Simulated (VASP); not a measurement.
# FeO (Fm-3m) in VASP: further runs

FeO is run at these levels: SVWN5, r2SCANh, RPBE+D3(BJ), PBEsol+D4; tasks: relaxation of cell and atoms, single point.

All numbers are computed with VASP 6.6.1; they aren't measurements. Logs are shortened: lines on timing, memory, paths and dates and some standing lists are left out, and cuts for length are marked.

**Experimental background.**

“W\"ustite: Electric, thermodynamic and optical properties of FeO”, 2012, arxiv:1203.1201 quotes, for a bulk crystal of FeO: band gap 2.4 eV (optical).

The results are compared with them further down.

### 1 The cell of the first run

Symmetry: Fm-3m, No. 225, cubic system. The conventional cell has a = 4.311 Å, b = 4.311 Å, c = 4.311 Å, α = 90.00°, β = 90.00°, γ = 90.00°. Within 2.9 Å of Fe (site symmetry m-3m) lie 6 O at 2.16 Å. Within 2.9 Å of O (site symmetry m-3m) lie 6 Fe at 2.16 Å.

### 2 Relaxation of cell and atoms, SVWN5, collinear spin, ferromagnetic start

INCAR

```
ALGO = Normal
EDIFF = 1E-6
EDIFFG = -0.01
ENCUT = 600
GGA = VW
IBRION = 2
ISIF = 3
ISMEAR = 1
ISPIN = 2
LASPH = T
LCHARG = F
LMAXMIX = 4
LORBIT = 11
LREAL = F
LWAVE = F
MAGMOM = 3 0
NELM = 150
NSW = 60
PREC = Accurate
SIGMA = 0.01
```

KPOINTS

```
k-points
0
Gamma
  11 11 11
```

POSCAR

```
FeO
1.0
    0.0000000000      2.1554000000      2.1554000000
    2.1554000000      0.0000000000      2.1554000000
    2.1554000000      2.1554000000      0.0000000000
Fe O
1 1
Direct
    0.0000000000      0.0000000000      0.0000000000
    0.5000000000      0.5000000000      0.5000000000
```

Potentials or basis: VASP PAW PBE potentials, release 64 (Fe, O).

Started as:

```bash
cat potpaw_PBE.64/Fe/POTCAR potpaw_PBE.64/O/POTCAR > POTCAR
mpirun -np 1 vasp_std > vasp.out
```

OUTCAR:

```text
EDIFF = 1E-6
   EDIFFG = -0.01
   ENCUT = 600
   GGA = VW
   IBRION = 2
   ISIF = 3
   ISMEAR = 1
   ISPIN = 2
   LASPH = T
   LORBIT = 11
   LREAL = F
   NELM = 150
   NSW = 60
   PREC = Accurate

 ion  position               nearest neighbor table
   1  0.000  0.000  0.000-   2 2.16   2 2.16   2 2.16   2 2.16   2 2.16   2 2.16
   2  0.500  0.500  0.500-   1 2.16   1 2.16   1 2.16   1 2.16   1 2.16   1 2.16

  LATTYP: Found a face centered cubic cell.
 ALAT       =     4.3108000000

  Lattice vectors:

 A1 = (   0.0000000000,   2.1554000000,   2.1554000000)
 A2 = (   2.1554000000,   0.0000000000,   2.1554000000)
 A3 = (   2.1554000000,   2.1554000000,   0.0000000000)

Analysis of symmetry for initial positions (statically):
=====================================================================
 Subroutine PRICEL returns:
 Original cell was already a primitive cell.

 Routine SETGRP: Setting up the symmetry group for a
 face centered cubic supercell.

 Subroutine GETGRP returns: Found 48 space group operations
 (whereof 48 operations were pure point group operations)
 out of a pool of 48 trial point group operations.

The static configuration has the point symmetry O_h .

Analysis of symmetry for dynamics (positions and initial velocities):
=====================================================================
 Subroutine PRICEL returns:
 Original cell was already a primitive cell.

 Routine SETGRP: Setting up the symmetry group for a
 face centered cubic supercell.

 Subroutine GETGRP returns: Found 48 space group operations
 (whereof 48 operations were pure point group operations)
 out of a pool of 48 trial point group operations.

The dynamic configuration has the point symmetry O_h .

Analysis of structural, dynamic, and magnetic symmetry:
=====================================================================
 Subroutine PRICEL returns:
 Original cell was already a primitive cell.

 Routine SETGRP: Setting up the symmetry group for a
 face centered cubic supercell.

 Subroutine GETGRP returns: Found 48 space group operations
 (whereof 48 operations were pure point group operations)
 out of a pool of 48 trial point group operations.

The overall configuration has the point symmetry O_h .

 Subroutine INISYM returns: Found 48 space group operations
 (whereof 48 operations are pure point group operations),
 and found     1 'primitive' translations

----------------------------------------------------------------------------------------

                                     Primitive cell

  volume of cell :      20.0269

  direct lattice vectors                    reciprocal lattice vectors
     0.000000000  2.155400000  2.155400000    -0.231975503  0.231975503  0.231975503
     2.155400000  0.000000000  2.155400000     0.231975503 -0.231975503  0.231975503
     2.155400000  2.155400000  0.000000000     0.231975503  0.231975503 -0.231975503

  length of vectors
     3.048195912  3.048195912  3.048195912     0.401793358  0.401793358  0.401793358

  position of ions in fractional coordinates (direct lattice)
     0.000000000  0.000000000  0.000000000
     0.500000000  0.500000000  0.500000000

  ion indices of the primitive-cell ions
   primitive index   ion index
                 1           1
                 2           2

----------------------------------------------------------------------------------------

 KPOINTS: k-points

Automatic generation of k-mesh.
 Grid dimensions read from file:
 generate k-points for:   11   11   11

 Generating k-lattice:

  Cartesian coordinates                     Fractional coordinates (reciprocal lattice)
    -0.021088682  0.021088682  0.021088682     0.090909091  0.000000000  0.000000000
     0.021088682 -0.021088682  0.021088682     0.000000000  0.090909091  0.000000000
     0.021088682  0.021088682 -0.021088682     0.000000000  0.000000000  0.090909091

  Length of vectors
     0.036526669  0.036526669  0.036526669

  Shift w.r.t. Gamma in fractional coordinates (k-lattice)
     0.000000000  0.000000000  0.000000000

 Subroutine IBZKPT returns following result:
 ===========================================

 Found     56 irreducible k-points:

 Following reciprocal coordinates:
            Coordinates               Weight
  0.000000  0.000000  0.000000      1.000000
  0.090909  0.000000  0.000000      8.000000
  0.181818  0.000000  0.000000      8.000000
  0.272727  0.000000  0.000000      8.000000
  0.363636  0.000000  0.000000      8.000000
  0.454545  0.000000  0.000000      8.000000
[... 16 lines left out ...]
 -0.272727  0.181818  0.000000     24.000000
 -0.181818  0.181818  0.000000     12.000000
 [... further k-points ...]
   k-points           NKPTS =     56   k-points in BZ     NKDIM =     56   number of bands    NBANDS=     13
   number of dos      NEDOS =    301   number of ions     NIONS =      2
   total plane-waves  NPLWV =  13824
   dimension x,y,z NGX =    24 NGY =   24 NGZ =   24
   dimension x,y,z NGXF=    48 NGYF=   48 NGZF=   48
   ions per type =               1   1
   NGX,Y,Z   is equivalent  to a cutoff of  13.09, 13.09, 13.09 a.u.
   NGXF,Y,Z  is equivalent  to a cutoff of  26.18, 26.18, 26.18 a.u.
 SYSTEM =  unknown system
   PREC   = accura    normal or accurate (medium, high low for compatibility)
   ISTART =      0    job   : 0-new  1-cont  2-samecut
   ICHARG =      2    charge: 1-file 2-atom 10-const
   ISPIN  =      2    spin polarized calculation?
   LNONCOLLINEAR =      F non collinear calculations
   LSORBIT =      F    spin-orbit coupling
   LASPH  =      T    aspherical Exc in radial PAW
   ENCUT  =  600.0 eV  44.10 Ry    6.64 a.u.   6.09  6.09  6.09*2*pi/ulx,y,z
   NELM   =    150;   NELMIN=  2; NELMDL= -5     # of ELM steps
   EDIFF  = 0.1E-05   stopping-criterion for ELM
   LREAL  =      F    real-space projection
   EDIFFG = -.1E-01   stopping-criterion for IOM
   NSW    =     60    number of steps for IOM
   IBRION =      2    ionic relax: 0-MD 1-quasi-New 2-CG
   NFREE  =      1    steps in history (QN), initial steepest desc. (CG)
   ISIF   =      3    stress and relaxation
   ISYM   =      2    0-nonsym 1-usesym 2-fastsym
   POTIM  = 0.5000    time-step for ionic-motion
   TEBEG  =    0.0;   TEEND  =   0.0 temperature during run
   PSTRESS=    0.0 pullay stress
   NELECT =      14.0000    total number of electrons
   NUPDOWN=      -1.0000    fix difference up-down
   EMIN   =  10.00;   EMAX   =-10.00  energy-range for DOS
   EFERMI =   0.00;   METHOD = LEGACY
   ISMEAR =     1;   SIGMA  =   0.01  broadening in eV -4-tet -1-fermi 0-gaus
   EFERMI_NEDOS =   21; number of points for ismear=-14 and -15
   IALGO  =     38    algorithm
   IMIX   =      4    mixing-type and parameters
     AMIX     =   0.40;   BMIX     =  1.00
     AMIX_MAG =   1.60;   BMIX_MAG =  1.00
  volume/ion in A,a.u.               =      10.01        67.57
  Fermi-wavevector in a.u.,A,eV,Ry     =   1.452935  2.745650 28.722187  2.111021
  Thomas-Fermi vector in A             =   2.570260
   LORBIT       =     11    0 simple, 1 ext, 2 COOP (PROOUT), +10 PAW based schemes
   GGA     = VW    functional components
   LHFCALC =     F    Hartree Fock is set to
   AEXX    =    0.0000 exact exchange contribution
   IVDW    =     0    specifies the selected vdW correction
   LEPSILON=     F    determine dielectric tensor
   LRPA    =     F    only Hartree local field effects (RPA)
 conjugate gradient relaxation of ions
 spin polarized calculation
 Methfessel and Paxton  Order N= 1 SIGMA  =   0.01
  energy-cutoff  :      600.00
  volume of cell :       20.03
 maximum number of plane-waves:       678
   NGX = 13   NGY = 13   NGZ = 13

--------------------------------------- Ionic step        1  -------------------------------------------

 number of electron      13.9999999 magnetization       3.6613727

 Free energy of the ion-electron system (eV)
  ---------------------------------------------------
  ext. energy  EPLUGINS =         0.00000000
  ---------------------------------------------------
  free energy    TOTEN  =         8.23747617 eV

  energy without entropy =        8.23748018  energy(sigma->0) =        8.23747751

------------------------ aborting loop because EDIFF is reached ----------------------------------------

  FORCE on cell =-STRESS in cart. coord.  units (eV):
  Direction    XX          YY          ZZ          XY          YZ          ZX
  --------------------------------------------------------------------------------------
  -------------------------------------------------------------------------------------
  Total       -2.4864596     -2.4864596     -2.4864596      0.0000000      0.0000000      0.0000000
  in kB     -198.9199552   -198.9199552   -198.9199552      0.0000000      0.0000000      0.0000000
  external PRESSURE =    -198.9199552 kB  Pullay stress =       0.0000000 kB
[... 129 lines left out ...]
  energy  without entropy=        8.0075736721  energy(sigma->0) =        8.00758918

--------------------------------------- Ionic step        5  -------------------------------------------

 number of electron      13.9999998 magnetization       2.9424389

 Free energy of the ion-electron system (eV)
  ---------------------------------------------------
  ext. energy  EPLUGINS =         0.00000000
  ---------------------------------------------------
  free energy    TOTEN  =         8.00725636 eV

  energy without entropy =        8.00723781  energy(sigma->0) =        8.00725017

 E-fermi :   7.2421     XC(G=0): -13.4656

 val. band max:        7.2410875313   @ k =   0.3636   0.0000   0.0000
 cond. band min:       7.2520513888   @ k =   0.3636   0.3636   0.0000
 fundamental gap:      0.0109638575
 Fermi energy:         7.2420786581

 spin component 1

 k-point     1 :       0.0000    0.0000    0.0000
  band No.  band energies     occupation
      1     -14.5271      1.00000
      2       2.8164      1.00000
      3       2.8164      1.00000
      4       2.8164      1.00000
      5       4.1807      1.00000
      6       4.1807      1.00000
      7       4.1807      1.00000
      8       4.5786      1.00000
      9       4.5786      1.00000
     10       8.5327      0.00000
     11      23.3424      0.00000
     12      25.8670      0.00000
     13      25.8670      0.00000
[... 353 lines left out ...]
 k-point    24 :      -0.1818    0.1818    0.0000
  band No.  band energies     occupation
      1     -13.5883      1.00000
      2      -0.8353      1.00000
      3       0.5505      1.00000
      4       0.9653      1.00000
      5       4.6934      1.00000
      6       5.1618      1.00000
      7       5.2908      1.00000
      8       5.7691      1.00000
      9       7.6326      0.00000
     10      12.0907      0.00000
     11      18.8583      0.00000
     12      20.6481      0.00000
     13      24.0831      0.00000

 [... further k-points ...]

 spin component 2

 k-point     1 :       0.0000    0.0000    0.0000
  band No.  band energies     occupation
      1     -14.1653      1.00000
      2       3.1834      1.00000
      3       3.1834      1.00000
      4       3.1834      1.00000
      5       5.9879      1.00000
      6       5.9879      1.00000
      7       5.9880      1.00000
      8       6.7096      1.00000
      9       6.7096      1.00000
     10       9.0980      0.00000
     11      23.5515      0.00000
     12      26.6359      0.00000
     13      26.6359      0.00000
[... 397 lines left out ...]
  FREE ENERGIE OF THE ION-ELECTRON SYSTEM (eV)
  ---------------------------------------------------
  free  energy   TOTEN  =         8.0072563564 eV

  energy  without entropy=        8.0072378064  energy(sigma->0) =        8.00725017

 reached required accuracy - stopping structural energy minimisation

 total charge

# of ion       s       p       d       tot
------------------------------------------
    1        0.329   0.457   6.336   7.122
    2        1.545   3.441   0.000   4.987
--------------------------------------------------
tot          1.874   3.898   6.336  12.109

 magnetization (x)

# of ion       s       p       d       tot
------------------------------------------
    1        0.024   0.019   2.670   2.713
    2        0.031   0.136   0.000   0.167
--------------------------------------------------
tot          0.055   0.155   2.670   2.880
```

Wall time 3.6 min (1 thread of Intel Xeon 8259CL, shared host); peak memory 0.17 GiB.

What came out:

* Free energy: 8.0073 eV
* Relaxed volume: 8.65 Å³/atom
* Relaxed cell: a = 2.903 Å, b = 2.903 Å, c = 2.903 Å, α = 60.00°, β = 60.00°, γ = 60.00°
* Space group after relaxing (to 0.1 Å): Fm-3m (No. 225)
* Energy gained by relaxing: 115.1 meV/atom
* Ionic steps: 5
* Pressure after relaxing: 0.1 GPa
* Net moment: 2.94 μB per cell
* Site moments: Fe +2.71; O +0.17 μB
* Valence electrons inside the program's atomic spheres: Fe 7.12; O 4.99

The path:
| step | energy change (eV) | largest force (eV/Å) | pressure (GPa) | volume (Å³) |
| --- | --- | --- | --- | --- |
| 1 | 0.0000 | 0.0000 | -19.89 | 20.03 |
| 2 | -0.2247 | 0.0000 | 8.12 | 16.64 |
| 3 | -0.2292 | 0.0000 | 2.64 | 17.13 |
| 4 | -0.2299 | 0.0000 | -1.54 | 17.41 |
| 5 | -0.2302 | 0.0000 | 0.06 | 17.30 |

Final structure:
```yaml
crystal:
  lattice:
    - [0.00000, 2.05295, 2.05295]
    - [2.05295, 0.00000, 2.05295]
    - [2.05295, 2.05295, 0.00000]
  atoms:
    - { symbol: Fe, position: [0.00000, 0.00000, 0.00000] }
    - { symbol: O, position: [0.50000, 0.50000, 0.50000] }
```

Levels at points of the mesh, in eV from the Fermi level:
Spin up:
```tsv
k point	band 7	band 8	band 9	band 10	band 11	band 12
(0.00, 0.00, 0.00)	-3.06	-2.66	-2.66	1.29	16.10	18.62
```
Spin down:
| k point | band 3 | band 4 | band 5 | band 6 | band 7 | band 8 |
| --- | --- | --- | --- | --- | --- | --- |
| (0.00, 0.00, 0.00) | -4.06 | -4.06 | -1.25 | -1.25 | -1.25 | -0.53 |

Caveat: the PAW data sets were made with another functional, which shifts forces and pressure a little; a cell with one magnetic atom can't hold antiferromagnetic order, which such compounds often take; semilocal functionals often make such compounds metallic where correlation or magnetic order opens a gap, which also shifts bond lengths.

### 3 Single point, r2SCANh, collinear spin, ferromagnetic start

This run uses another cell than the first one, of 10.21 Å³/atom.

POSCAR

```
FeO
1.0
    0.0000000000      2.1696745882      2.1696745882
    2.1696745882      0.0000000000      2.1696745882
    2.1696745882      2.1696745882      0.0000000000
Fe O
1 1
Direct
    0.0000000000      0.0000000000      0.0000000000
    0.5000000000      0.5000000000      0.5000000000
```

INCAR.step1

```
ALGO = Normal
EDIFF = 1E-5
ENCUT = 520
GGA = PE
ISIF = 2
ISMEAR = -1
ISPIN = 2
LASPH = True
LCHARG = False
LMAXMIX = 4
LORBIT = 11
LREAL = False
LWAVE = True
MAGMOM = 3 0
NBANDS = 18
NELM = 150
PREC = Accurate
SIGMA = 0.05
```

INCAR.step2

```
AEXX = 0.1
ALGO = Normal
EDIFF = 1E-6
ENCUT = 520
ISIF = 2
ISMEAR = -1
ISPIN = 2
ISTART = 1
LASPH = True
LCHARG = False
LHFCALC = True
LMAXMIX = 4
LMIXTAU = True
LORBIT = 11
LREAL = False
LWAVE = False
MAGMOM = 3 0
METAGGA = R2SCAN
NBANDS = 18
NELM = 150
PREC = Accurate
PRECFOCK = Normal
SIGMA = 0.05
```

KPOINTS

```
k-points
0
Gamma
  6 6 6
```

Potentials or basis: VASP PAW PBE potentials, release 64 (Fe, O).

Started as:

```bash
cat potpaw_PBE.64/Fe/POTCAR potpaw_PBE.64/O/POTCAR > POTCAR
cp INCAR.step1 INCAR
mpirun -np 1 vasp_std > vasp.out
cp INCAR.step2 INCAR
mpirun -np 1 vasp_std > vasp.out
```

OUTCAR:

```text
AEXX = 0.1
   EDIFF = 1E-6
   ENCUT = 520
   ISIF = 2
   ISMEAR = -1
   ISPIN = 2
   ISTART = 1
   LASPH = True
   LHFCALC = True
   LORBIT = 11
   LREAL = False
   METAGGA = R2SCAN
   NELM = 150
   PREC = Accurate
   PRECFOCK = Normal

 ion  position               nearest neighbor table
   1  0.000  0.000  0.000-   2 2.17   2 2.17   2 2.17   2 2.17   2 2.17   2 2.17
   2  0.500  0.500  0.500-   1 2.17   1 2.17   1 2.17   1 2.17   1 2.17   1 2.17

  LATTYP: Found a face centered cubic cell.
 ALAT       =     4.3393491764

  Lattice vectors:

 A1 = (   0.0000000000,   2.1696745882,   2.1696745882)
 A2 = (   2.1696745882,   0.0000000000,   2.1696745882)
[... 881 lines left out ...]

 VOLUME and BASIS-vectors are now :
 -----------------------------------------------------------------------------
  energy-cutoff  :      520.00
  volume of cell :       20.43
      direct lattice vectors                 reciprocal lattice vectors
     0.000000000  2.169674588  2.169674588    -0.230449305  0.230449305  0.230449305
     2.169674588  0.000000000  2.169674588     0.230449305 -0.230449305  0.230449305
     2.169674588  2.169674588  0.000000000     0.230449305  0.230449305 -0.230449305

 POSITION                                       TOTAL-FORCE (eV/Angst)
 -----------------------------------------------------------------------------------
      0.00000      0.00000      0.00000         0.000000     -0.000000     -0.000000
      2.16967      2.16967      2.16967        -0.000000      0.000000      0.000000
 -----------------------------------------------------------------------------------
    total drift:                                0.000001      0.000001      0.000001

  FREE ENERGIE OF THE ION-ELECTRON SYSTEM (eV)
  ---------------------------------------------------
  free  energy   TOTEN  =       -25.1304051565 eV

  energy  without entropy=      -25.1254332366  energy(sigma->0) =      -25.12791920

 total charge

# of ion       s       p       d       tot
------------------------------------------
    1        0.274   0.350   6.030   6.654
    2        1.557   3.483   0.000   5.040
--------------------------------------------------
tot          1.831   3.834   6.030  11.694

 magnetization (x)

# of ion       s       p       d       tot
------------------------------------------
    1        0.026   0.014   3.685   3.726
    2        0.029   0.229   0.000   0.258
--------------------------------------------------
tot          0.056   0.243   3.685   3.984
```

OUTCAR.step1:

```text
EDIFF = 1E-5
   ENCUT = 520
   GGA = PE
   ISIF = 2
   ISMEAR = -1
   ISPIN = 2
   LASPH = True
   LORBIT = 11
   LREAL = False
[... 909 lines left out ...]

 total charge

# of ion       s       p       d       tot
------------------------------------------
    1        0.283   0.345   6.070   6.698
    2        1.557   3.427   0.000   4.984
--------------------------------------------------
tot          1.839   3.773   6.070  11.683

 magnetization (x)

# of ion       s       p       d       tot
------------------------------------------
    1        0.028   0.021   3.577   3.626
    2        0.030   0.267   0.000   0.296
--------------------------------------------------
tot          0.058   0.287   3.577   3.922
```

Run time: 1.9 h. Hardware: 1 thread of AMD EPYC 7R13 (Zen 3), shared host; peak memory 0.14 GiB.

What came out:

* Free energy: -25.1304 eV
* Pressure: -11.2 GPa
* Band gap on the k mesh: zero (filled and empty bands overlap)
* Net moment: 4.01 μB per cell
* Site moments: Fe +3.73; O +0.26 μB
* Valence electrons inside the program's atomic spheres: Fe 6.65; O 5.04

Caveat: the k points lie up to 0.42 Å⁻¹ apart, too coarse for converged energies and pressures of a metal; the PAW data sets were made with another functional, which shifts forces and pressure a little; a cell with one magnetic atom can't hold antiferromagnetic order, which such compounds often take.

(Part 1 of 2 ends here.)
